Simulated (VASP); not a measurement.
# Ga2N (F-43m) in VASP: notebook

The runs below take Ga2N through single point, relaxation of cell and atoms, with PBE.

Everything below comes from runs of VASP 6.6.1. Logs are shortened: lines on timing, memory, paths and dates and some standing lists are left out, and cuts for length are marked.

## 1. The cell of the first run

It takes space group F-43m (No. 216, cubic). Conventional cell: a = 5.773 Å, b = 5.773 Å, c = 5.773 Å, α = 90.00°, β = 90.00°, γ = 90.00°. Within 3.3 Å of Ga (site symmetry -43m) lie 4 Ga at 2.50 Å and 6 N at 2.89 Å. Ga (site symmetry -43m) has 4 Ga at 2.50 Å and 4 N at 2.50 Å within 3.3 Å. Within 3.3 Å of N (site symmetry -43m) lie 10 Ga at 2.50 to 2.89 Å.

## 2. Single point, PBE

INCAR

```
SYSTEM = Ga2N
PREC = Accurate
ENCUT = 520
EDIFF = 1E-7
ISMEAR = 0
SIGMA = 0.1
LREAL = .FALSE.
LASPH = .TRUE.
NELM = 100
ALGO = Normal
ISIF = 2
LWAVE = .FALSE.
LCHARG = .TRUE.
GGA = PE
LELF = .TRUE.
LVHAR = .TRUE.
NBANDS = 22
```

KPOINTS

```
regular mesh
0
G
  6 6 6
  0 0 0
```

POSCAR

```
Ga2N
1.0
    0.0000000000      2.8862665500      2.8862665500
    2.8862665500      0.0000000000      2.8862665500
    2.8862665500      2.8862665500      0.0000000000
Ga N
2 1
Direct
    0.5000000000      0.5000000000      0.5000000000
    0.7500000000      0.7500000000      0.7500000000
    0.0000000000      0.0000000000      0.0000000000
```

Potentials or basis: VASP PAW PBE potentials, release 64 (Ga_d, N).

On the command line:

```console
$ cat potpaw_PBE.64/Ga_d/POTCAR potpaw_PBE.64/N/POTCAR > POTCAR
$ mpirun -np 1 vasp_std > vasp.out
```

OUTCAR:

```text
SYSTEM = Ga2N
   PREC = Accurate
   ENCUT = 520
   EDIFF = 1E-7
   ISMEAR = 0
   LREAL = .FALSE.
   LASPH = .TRUE.
   NELM = 100
   ISIF = 2
   GGA = PE

 ion  position               nearest neighbor table
   1  0.500  0.500  0.500-   2 2.50   2 2.50   2 2.50   2 2.50
   2  0.750  0.750  0.750-   1 2.50   1 2.50   1 2.50   1 2.50
   3  0.000  0.000  0.000-

  LATTYP: Found a face centered cubic cell.
 ALAT       =     5.7725331000

  Lattice vectors:

 A1 = (   0.0000000000,   2.8862665500,   2.8862665500)
 A2 = (   2.8862665500,   0.0000000000,   2.8862665500)
 A3 = (   2.8862665500,   2.8862665500,   0.0000000000)

Analysis of symmetry for initial positions (statically):
=====================================================================
 Subroutine PRICEL returns:
 Original cell was already a primitive cell.

 Routine SETGRP: Setting up the symmetry group for a
 face centered cubic supercell.

 Subroutine GETGRP returns: Found 24 space group operations
 (whereof 24 operations were pure point group operations)
 out of a pool of 48 trial point group operations.

The static configuration has the point symmetry T_d .

Analysis of symmetry for dynamics (positions and initial velocities):
=====================================================================
 Subroutine PRICEL returns:
 Original cell was already a primitive cell.

 Routine SETGRP: Setting up the symmetry group for a
 face centered cubic supercell.

 Subroutine GETGRP returns: Found 24 space group operations
 (whereof 24 operations were pure point group operations)
 out of a pool of 48 trial point group operations.

The dynamic configuration has the point symmetry T_d .

 Subroutine INISYM returns: Found 24 space group operations
 (whereof 24 operations are pure point group operations),
 and found     1 'primitive' translations

----------------------------------------------------------------------------------------

                                     Primitive cell

  volume of cell :      48.0883

  direct lattice vectors                    reciprocal lattice vectors
     0.000000000  2.886266550  2.886266550    -0.173234173  0.173234173  0.173234173
     2.886266550  0.000000000  2.886266550     0.173234173 -0.173234173  0.173234173
     2.886266550  2.886266550  0.000000000     0.173234173  0.173234173 -0.173234173

  length of vectors
     4.081797300  4.081797300  4.081797300     0.300050390  0.300050390  0.300050390

  position of ions in fractional coordinates (direct lattice)
     0.500000000  0.500000000  0.500000000
     0.750000000  0.750000000  0.750000000
     0.000000000  0.000000000  0.000000000

  ion indices of the primitive-cell ions
   primitive index   ion index
                 1           1
                 2           2
                 3           3

----------------------------------------------------------------------------------------

 KPOINTS: regular mesh

Automatic generation of k-mesh.
 Grid dimensions read from file:
 generate k-points for:    6    6    6

 Generating k-lattice:

  Cartesian coordinates                     Fractional coordinates (reciprocal lattice)
    -0.028872362  0.028872362  0.028872362     0.166666667  0.000000000  0.000000000
     0.028872362 -0.028872362  0.028872362     0.000000000  0.166666667  0.000000000
     0.028872362  0.028872362 -0.028872362     0.000000000  0.000000000  0.166666667

  Length of vectors
     0.050008398  0.050008398  0.050008398

  Shift w.r.t. Gamma in fractional coordinates (k-lattice)
     0.000000000  0.000000000  0.000000000

 Subroutine IBZKPT returns following result:
 ===========================================

 Found     16 irreducible k-points:

 Following reciprocal coordinates:
            Coordinates               Weight
  0.000000  0.000000  0.000000      1.000000
  0.166667  0.000000  0.000000      8.000000
  0.333333  0.000000  0.000000      8.000000
  0.500000  0.000000  0.000000      4.000000
  0.166667  0.166667  0.000000      6.000000
  0.333333  0.166667  0.000000     24.000000
[... 8 lines left out ...]
 -0.333333  0.333333  0.166667     24.000000
 -0.333333  0.500000  0.166667     12.000000
   k-points           NKPTS =     16   k-points in BZ     NKDIM =     16   number of bands    NBANDS=     22
   number of dos      NEDOS =    301   number of ions     NIONS =      3
   total plane-waves  NPLWV =  27000
   dimension x,y,z NGX =    30 NGY =   30 NGZ =   30
   dimension x,y,z NGXF=    60 NGYF=   60 NGZF=   60
   ions per type =               2   1
   NGX,Y,Z   is equivalent  to a cutoff of  12.22, 12.22, 12.22 a.u.
   NGXF,Y,Z  is equivalent  to a cutoff of  24.44, 24.44, 24.44 a.u.
 SYSTEM =  Ga2N
   PREC   = accura    normal or accurate (medium, high low for compatibility)
   ISTART =      0    job   : 0-new  1-cont  2-samecut
   ICHARG =      2    charge: 1-file 2-atom 10-const
   ISPIN  =      1    spin polarized calculation?
   LNONCOLLINEAR =      F non collinear calculations
   LSORBIT =      F    spin-orbit coupling
   LASPH  =      T    aspherical Exc in radial PAW
   ENCUT  =  520.0 eV  38.22 Ry    6.18 a.u.   7.59  7.59  7.59*2*pi/ulx,y,z
   NELM   =    100;   NELMIN=  2; NELMDL= -5     # of ELM steps
   EDIFF  = 0.1E-06   stopping-criterion for ELM
   LREAL  =      F    real-space projection
   EDIFFG = 0.1E-05   stopping-criterion for IOM
   NSW    =      0    number of steps for IOM
   IBRION =     -1    ionic relax: 0-MD 1-quasi-New 2-CG
   NFREE  =      0    steps in history (QN), initial steepest desc. (CG)
   ISIF   =      2    stress and relaxation
   ISYM   =      2    0-nonsym 1-usesym 2-fastsym
   POTIM  = 0.5000    time-step for ionic-motion
   TEBEG  =    0.0;   TEEND  =   0.0 temperature during run
   PSTRESS=    0.0 pullay stress
   NELECT =      31.0000    total number of electrons
   NUPDOWN=      -1.0000    fix difference up-down
   EMIN   =  10.00;   EMAX   =-10.00  energy-range for DOS
   EFERMI =   0.00;   METHOD = LEGACY
   ISMEAR =     0;   SIGMA  =   0.10  broadening in eV -4-tet -1-fermi 0-gaus
   EFERMI_NEDOS =   21; number of points for ismear=-14 and -15
   IALGO  =     38    algorithm
   IMIX   =      4    mixing-type and parameters
     AMIX     =   0.40;   BMIX     =  1.00
     AMIX_MAG =   1.60;   BMIX_MAG =  1.00
  volume/ion in A,a.u.               =      16.03       108.17
  Fermi-wavevector in a.u.,A,eV,Ry     =   1.414216  2.672480 27.211731  2.000006
  Thomas-Fermi vector in A             =   2.535781
   LORBIT       =      0    0 simple, 1 ext, 2 COOP (PROOUT), +10 PAW based schemes
   GGA     = PE    functional components
   LHFCALC =     F    Hartree Fock is set to
   AEXX    =    0.0000 exact exchange contribution
   IVDW    =     0    specifies the selected vdW correction
   LEPSILON=     F    determine dielectric tensor
   LRPA    =     F    only Hartree local field effects (RPA)
 non-spin polarized calculation
 Gauss-broadening in eV      SIGMA  =   0.10
  energy-cutoff  :      520.00
  volume of cell :       48.09
 maximum number of plane-waves:      1308
   NGX = 15   NGY = 15   NGZ = 15

 number of electron      30.9999994 magnetization

 Free energy of the ion-electron system (eV)
  ---------------------------------------------------
  ext. energy  EPLUGINS =         0.00000000
  ---------------------------------------------------
  free energy    TOTEN  =       -11.02484556 eV

  energy without entropy =      -11.01265269  energy(sigma->0) =      -11.01874912

 E-fermi :   4.4103     XC(G=0): -10.6984

 val. band max:        4.3932131392   @ k =  -0.1667   0.1667   0.0000
 cond. band min:       4.4488127133   @ k =   0.5000   0.3333   0.1667
 fundamental gap:      0.0555995740
 Fermi energy:         4.4103093920

 k-point     1 :       0.0000    0.0000    0.0000
  band No.  band energies     occupation
      1     -10.6614      2.00000
      2     -10.6614      2.00000
      3     -10.6614      2.00000
      4     -10.6070      2.00000
      5     -10.6070      2.00000
      6     -10.2681      2.00000
[... 14 lines left out ...]
     21      10.2711      0.00000
     22      10.2711      0.00000

 k-point     2 :       0.1667    0.0000    0.0000
  band No.  band energies     occupation
      1     -10.6821      2.00000
      2     -10.6821      2.00000
      3     -10.6697      2.00000
      4     -10.5749      2.00000
      5     -10.5749      2.00000
      6     -10.2874      2.00000
[... 14 lines left out ...]
     21      10.5842      0.00000
     22      11.6337      0.00000

 k-point     3 :       0.3333    0.0000    0.0000
  band No.  band energies     occupation
      1     -10.6926      2.00000
      2     -10.6926      2.00000
      3     -10.6790      2.00000
      4     -10.5496      2.00000
      5     -10.5496      2.00000
      6     -10.3354      2.00000
[... 14 lines left out ...]
     21      11.7265      0.00000
     22      14.5056      0.00000

 k-point     4 :       0.5000    0.0000    0.0000
  band No.  band energies     occupation
      1     -10.6908      2.00000
      2     -10.6908      2.00000
      3     -10.6802      2.00000
      4     -10.5486      2.00000
      5     -10.5486      2.00000
      6     -10.3629      2.00000
[... 14 lines left out ...]
     21      12.6148      0.00000
     22      14.7108      0.00000

 k-point     5 :       0.1667    0.1667    0.0000
  band No.  band energies     occupation
      1     -10.7099      2.00000
      2     -10.6709      2.00000
      3     -10.6709      2.00000
      4     -10.5781      2.00000
      5     -10.5433      2.00000
      6     -10.3562      2.00000
[... 217 lines left out ...]
 k-point    14 :       0.5000    0.3333    0.1667
  band No.  band energies     occupation
      1     -10.7784      2.00000
      2     -10.7159      2.00000
      3     -10.6176      2.00000
      4     -10.5191      2.00000
      5     -10.4745      2.00000
      6     -10.4208      2.00000
[... 14 lines left out ...]
     21      13.4976      0.00000
     22      14.2762      0.00000

 k-point    15 :      -0.3333    0.3333    0.1667
  band No.  band energies     occupation
      1     -10.8049      2.00000
      2     -10.7206      2.00000
      3     -10.5780      2.00000
      4     -10.5028      2.00000
      5     -10.4615      2.00000
      6     -10.4168      2.00000
[... 14 lines left out ...]
     21      13.7708      0.00000
     22      14.8166      0.00000

 k-point    16 :      -0.3333    0.5000    0.1667
  band No.  band energies     occupation
      1     -10.8108      2.00000
      2     -10.7240      2.00000
      3     -10.5865      2.00000
      4     -10.5347      2.00000
      5     -10.4386      2.00000
      6     -10.3932      2.00000
[... 14 lines left out ...]
     21      13.3960      0.00000
     22      15.3350      0.00000

------------------------ aborting loop because EDIFF is reached ----------------------------------------

  FORCE on cell =-STRESS in cart. coord.  units (eV):
  Direction    XX          YY          ZZ          XY          YZ          ZX
  --------------------------------------------------------------------------------------
  -------------------------------------------------------------------------------------
  Total       -0.1534778     -0.1534778     -0.1534778      0.0000000      0.0000000     -0.0000000
  in kB       -5.1134843     -5.1134843     -5.1134843      0.0000000      0.0000000     -0.0000000
  external PRESSURE =      -5.1134843 kB  Pullay stress =       0.0000000 kB

 VOLUME and BASIS-vectors are now :
 -----------------------------------------------------------------------------
  energy-cutoff  :      520.00
  volume of cell :       48.09
      direct lattice vectors                 reciprocal lattice vectors
     0.000000000  2.886266550  2.886266550    -0.173234173  0.173234173  0.173234173
     2.886266550  0.000000000  2.886266550     0.173234173 -0.173234173  0.173234173
     2.886266550  2.886266550  0.000000000     0.173234173  0.173234173 -0.173234173

 POSITION                                       TOTAL-FORCE (eV/Angst)
 -----------------------------------------------------------------------------------
      2.88627      2.88627      2.88627         0.000000      0.000000      0.000000
      4.32940      4.32940      4.32940         0.000000     -0.000000      0.000000
      0.00000      0.00000      0.00000        -0.000000     -0.000000     -0.000000
 -----------------------------------------------------------------------------------
    total drift:                                0.000000      0.000000      0.000000

  FREE ENERGIE OF THE ION-ELECTRON SYSTEM (eV)
  ---------------------------------------------------
  free  energy   TOTEN  =       -11.0248455559 eV

  energy  without entropy=      -11.0126526865  energy(sigma->0) =      -11.01874912
```

It took 10 s on 1 thread of Intel Xeon 6975P-C (Granite Rapids), shared host; peak memory 0.16 GiB.

What came out:

* Free energy: -11.0248 eV
* Pressure: -0.5 GPa

Levels at points of the mesh, in eV from the Fermi level:
| k point | band 12 | band 13 | band 14 | band 15 | band 16 | band 17 | band 18 | band 19 |
| --- | --- | --- | --- | --- | --- | --- | --- | --- |
| (0.00, 0.00, 0.00) | -6.91 | -1.69 | -1.69 | -1.69 | 2.55 | 2.55 | 2.55 | 3.95 |
| (0.50, 0.00, 0.00) | -8.17 | -3.26 | -2.05 | -2.05 | 0.33 | 1.42 | 1.42 | 4.99 |
| (0.50, 0.50, 0.00) | -6.93 | -5.26 | -3.55 | -3.55 | 0.54 | 3.30 | 3.30 | 4.02 |

(Continued in part 2 of 3.)
